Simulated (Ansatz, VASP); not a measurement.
## Sr2Sc3: VASP beside Ansatz

INCAR

```
SYSTEM = Sr2Sc3
ALGO = Normal ; EDIFF = 1E-6
ENCUT = 520 ; GGA = PE
ISIF = 2 ; ISMEAR = 0
LASPH = .True. ; LCHARG = .True.
LELF = .True. ; LREAL = .False.
LVHAR = .True. ; LWAVE = .False.
NBANDS = 34 ; NELM = 100
PREC = Accurate ; SIGMA = 0.1
```

The input KPOINTS:

```
k-points
0
Gamma
  4 4 4
  0 0 0
```

File POSCAR:

```
Sr2Sc3
1.0
    5.1514990800      0.0000000000      0.0000000000
    0.0000000000      5.1514990800      0.0000000000
    0.0000000000      0.0000000000      5.1514990800
Sr Sc
2 3
Direct
    0.0000000000      0.0000000000      0.0000000000
    0.5000000000      0.5000000000      0.5000000000
    0.5000000000      0.0000000000      0.0000000000
    0.0000000000      0.5000000000      0.0000000000
    0.0000000000      0.0000000000      0.5000000000
```

Input for Ansatz:

```yaml
crystal:
  lattice:
    - [5.15149908, 0.0, 0.0]
    - [0.0, 5.15149908, 0.0]
    - [0.0, 0.0, 5.15149908]
  atoms:
    - { symbol: Sr, position: [0.0, 0.0, 0.0] }
    - { symbol: Sr, position: [0.5, 0.5, 0.5] }
    - { symbol: Sc, position: [0.5, 0.0, 0.0] }
    - { symbol: Sc, position: [0.0, 0.5, 0.0] }
    - { symbol: Sc, position: [0.0, 0.0, 0.5] }
basis:
  ecutwfc: 420
kpoints:
  mp_grid: { grid: [4, 4, 4] }
hamiltonian:
  xc: pbe
scf:
  occupations: { method: gaussian, width: 0.1 }
  lower_state_search: "off"
output:
  forces: true
  stress: true
  eigenvalues: true
```

Alike in both runs: task single point; functional PBE; k mesh 4 × 4 × 4; occupations gaussian, width 0.1 eV; no spin polarisation.

|  | VASP | Ansatz |
| --- | --- | --- |
| version | VASP 6.6.1 | Ansatz 0.2.0 |
| potentials or method | VASP PAW PBE potentials, release 64 (Sr_sv, Sc_sv), cutoff 520 eV | scalar-relativistic, plane waves, PAW |
| valence electrons in the cell | 53 | 53 |

|  | VASP | Ansatz | Ansatz less VASP |
| --- | --- | --- | --- |
| gap on the k mesh at the Fermi level (eV) | none | none | - |
| pressure (GPa) | 7.4 | 7.1 | -0.24 |

A gap of «none» marks a metal or a gap that the smearing closes. The functional is the same, so the differences come from potentials, cutoffs and numerics.
